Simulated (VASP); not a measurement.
# Be16H (a cell with a defect) in VASP: a series of runs, part 2 of 2

VASP 6.6.1. Earlier steps stand in the parts before.

**4. Single point, LDA**

File INCAR:

```
SYSTEM = Be16H
ALGO = Normal ; EDIFF = 1E-7
ENCUT = 520 ; ISIF = 2
ISMEAR = 0 ; LASPH = .TRUE.
LCHARG = .TRUE. ; LELF = .TRUE.
LREAL = Auto ; LVHAR = .TRUE.
LWAVE = .FALSE. ; NBANDS = 30
NELM = 60 ; PREC = Accurate
SIGMA = 0.1
```

File KPOINTS:

```
k-points
0
G
  4 4 3
  0 0 0
```

File POSCAR:

```
Be16H
1.0
   -2.2900000000     -3.9663960000      0.0000000000
    3.4350000000     -1.9831980000      0.0000000000
    0.0000000000      0.0000000000      7.1768600000
Be H
16 1
Direct
    0.7495945997      0.5055294420     -0.0010752613
    0.5090415546      0.3384859272      0.2541618479
    0.7494419398      0.5047985566      0.5029975505
    0.5015993709      0.3358869168      0.7503678489
    0.5089511062     -0.0036419117     -0.0033900619
    0.2494925053      0.8269501709      0.2543835326
    0.5015752837     -0.0005547599      0.5004000357
    0.2493187715      0.8399857312      0.7474846939
    0.2496591457      0.5085820797     -0.0036837837
   -0.0100029350      0.3386926576      0.2542305409
    0.2493966551      0.4957957323      0.5033628913
   -0.0025577572      0.3357184093      0.7503756517
   -0.0102143034     -0.0038639752     -0.0035245219
    0.7495778593      0.8293051813      0.2515614071
   -0.0026728782     -0.0002779887      0.5004036584
    0.7493238946      0.8302785207      0.7475886390
    0.2491876408      0.1682691987      0.1256897863
```

Potentials or basis: VASP PAW LDA potentials, release 64 (Be, H).

The run is started by

```console
$ cat potpaw_LDA.64/Be/POTCAR potpaw_LDA.64/H/POTCAR > POTCAR
$ mpirun -np 1 vasp_std > vasp.out
```

OUTCAR:

```text
SYSTEM = Be16H
   EDIFF = 1E-7
   ENCUT = 520
   ISIF = 2
   ISMEAR = 0
   LASPH = .TRUE.
   LREAL = Auto
   NELM = 60
   PREC = Accurate

 ion  position               nearest neighbor table
   1  0.750  0.506  0.999-  16 2.22  12 2.22   4 2.22  14 2.22  13 2.24   5 2.24  10 2.24   2 2.24
                             9 2.29   9 2.29  13 2.30   5 2.30
   2  0.509  0.338  0.254-   3 2.20  10 2.20   7 2.22  11 2.24  14 2.24   1 2.24   6 2.27   5 2.29
                             9 2.30  14 2.30   6 2.35  10 2.38
   3  0.749  0.505  0.503-  16 2.18  10 2.20   2 2.20   4 2.21  12 2.21  14 2.22   7 2.27  15 2.27
                            11 2.29  11 2.29  15 2.30   7 2.30
[... 1007 lines left out ...]
  external PRESSURE =     -54.4313153 kB  Pullay stress =       0.0000000 kB

 VOLUME and BASIS-vectors are now :
 -----------------------------------------------------------------------------
  energy-cutoff  :      520.00
  volume of cell :      130.38
      direct lattice vectors                 reciprocal lattice vectors
    -2.290000000 -3.966396000  0.000000000    -0.109170306 -0.189088533  0.000000000
     3.435000000 -1.983198000  0.000000000     0.218340611 -0.126059022  0.000000000
     0.000000000  0.000000000  7.176860000     0.000000000  0.000000000  0.139336702

 POSITION                                       TOTAL-FORCE (eV/Angst)
 -----------------------------------------------------------------------------------
      0.01992     -3.97575      7.16914         0.009663     -0.001005     -0.000914
     -0.00301     -2.69034      1.82408         0.003445     -0.001902     -0.003370
      0.01776     -3.97370      3.60994        -0.000963     -0.001346      0.003876
      0.00511     -2.65567      5.38529        -0.002255      0.004813     -0.001181
      2.25699     -3.99468      7.15253        -0.000765     -0.002566     -0.000532
      2.26924     -2.62959      1.82567        -0.003078      0.001468      0.003387
[... 9 lines left out ...]
      1.13605     -4.61872      5.36534        -0.000441     -0.003050     -0.000143
      0.00737     -1.32209      0.90206        -0.002089     -0.000464     -0.003355
 -----------------------------------------------------------------------------------
    total drift:                                0.001175     -0.001385     -0.000921

  FREE ENERGIE OF THE ION-ELECTRON SYSTEM (eV)
  ---------------------------------------------------
  free  energy   TOTEN  =       -68.9606177810 eV

  energy  without entropy=      -68.9528675890  energy(sigma->0) =      -68.95674268
```

It took 74 s on 1 thread of Intel Xeon 6975P-C (Granite Rapids), shared host; peak memory 0.22 GiB.

Results:

```
Free energy   : -68.9606 eV
Pressure      : -5.4 GPa
Largest force : 0.012 eV/Å
```

Forces in eV/Å, atoms in the order of the input:
```
Be   0.010 -0.001 -0.001
Be   0.003 -0.002 -0.003
Be  -0.001 -0.001  0.004
Be  -0.002  0.005 -0.001
Be  -0.001 -0.003 -0.001
Be  -0.003  0.001  0.003
Be   0.004  0.002  0.000
Be  -0.010  0.001 -0.003
Be   0.004  0.002 -0.001
Be   0.000  0.001 -0.008
Be   0.000 -0.003  0.000
Be   0.002  0.000  0.000
Be   0.004 -0.007  0.007
Be  -0.002  0.007  0.009
Be  -0.006  0.000 -0.001
Be   0.000 -0.003  0.000
H   -0.002  0.000 -0.003
```

Caveat: the k points lie up to 0.40 Å⁻¹ apart.

**5. Single point, LDA**

File INCAR:

```
SYSTEM = Be16H
ALGO     = Normal         ! electronic algorithm
EDIFF    = 1E-7           ! SCF threshold, eV
ENCUT    = 520            ! plane-wave cutoff, eV
ISIF     = 2              ! what is computed and relaxed
ISMEAR   = 0              ! smearing method
LASPH    = .True.         ! aspherical terms in the spheres
LCHARG   = .True.         ! write CHGCAR
LELF     = .True.         ! ELF
LREAL    = Auto         
LVHAR    = .True.       
LWAVE    = .False.        ! write WAVECAR
NBANDS   = 30             ! bands
NELM     = 80             ! most SCF steps
PREC     = Accurate       ! precision mode
SIGMA    = 0.1            ! smearing width, eV
```

File KPOINTS:

```
k-points
0
Gamma
  4 4 3
  0 0 0
```

File POSCAR:

```
Be16H
1.0
   -2.2900000000     -3.9663960000      0.0000000000
    3.4350000000     -1.9831980000      0.0000000000
    0.0000000000      0.0000000000      7.1768600000
Be H
16 1
Direct
    0.7498441168      0.5033356703     -0.0025494436
    0.5094325407      0.3371931639      0.2464095719
    0.7499271278      0.5044090605      0.5014899273
    0.5019598750      0.3342678642      0.7502074723
    0.5019530846     -0.0021715971      0.0001488116
    0.2499510552      0.8251743570      0.2461706094
    0.5094850304     -0.0049765009      0.5039786202
    0.2498775005      0.8380196437      0.7530971762
    0.2498570705      0.4939294589     -0.0027080088
   -0.0097732441      0.3373281721      0.2463513291
    0.2499089803      0.5067905575      0.5041881826
   -0.0021608892      0.3341995819      0.7502018989
   -0.0021239239     -0.0021181327      0.0001517377
    0.7499132598      0.8278472678      0.2487611574
   -0.0096939955     -0.0050175399      0.5039892098
    0.7498869375      0.8288090501      0.7528509683
    0.2497393991      0.1656035587      0.3753339204
```

The run is started by

```console
$ cat potpaw_LDA.64/Be/POTCAR potpaw_LDA.64/H/POTCAR > POTCAR
$ mpirun -np 1 vasp_std > vasp.out
```

Run time: 81 s. Hardware: 1 thread of Intel Xeon 6975P-C (Granite Rapids), shared host; peak memory 0.22 GiB.

Results (log left out):

```
Free energy   : -68.9607 eV
Pressure      : -5.4 GPa
Largest force : 0.006 eV/Å
```

Forces in eV/Å, atoms in the order of the input:
```
Be  -0.002  0.000 -0.002
Be   0.000 -0.001  0.001
Be   0.002  0.001  0.004
Be  -0.002  0.002  0.000
Be   0.004 -0.001  0.000
Be  -0.003  0.003 -0.003
Be   0.000  0.001 -0.003
Be  -0.002  0.001  0.001
Be   0.004 -0.003 -0.003
Be  -0.004 -0.001  0.004
Be   0.003 -0.001  0.003
Be  -0.001  0.001  0.000
Be   0.002  0.000  0.000
Be  -0.002  0.003 -0.001
Be   0.000 -0.001 -0.004
Be   0.002 -0.002  0.003
H    0.001 -0.002 -0.002
```

Stress tensor (GPa, compression positive):
```
-4.66 -0.79  0.56
-0.79 -5.58 -0.32
 0.56 -0.32 -6.09
```

Levels at points of the mesh, in eV from the Fermi level:
```csv
k point,band 13,band 14,band 15,band 16,band 17,band 18,band 19,band 20
"(0.00, 0.00, 0.00)",-4.26,-3.78,-0.20,-0.12,0.16,0.36,0.71,0.88
"(0.50, 0.00, 0.00)",-2.73,-2.71,-2.55,-2.40,-0.52,0.02,0.09,0.28
"(0.00, 0.50, 0.00)",-3.80,-3.80,-2.97,-2.79,0.14,0.37,0.59,0.62
"(0.50, 0.50, 0.00)",-1.75,-1.13,-1.09,-1.09,0.19,0.23,0.36,0.47
```

Caveat: the k points lie up to 0.40 Å⁻¹ apart.
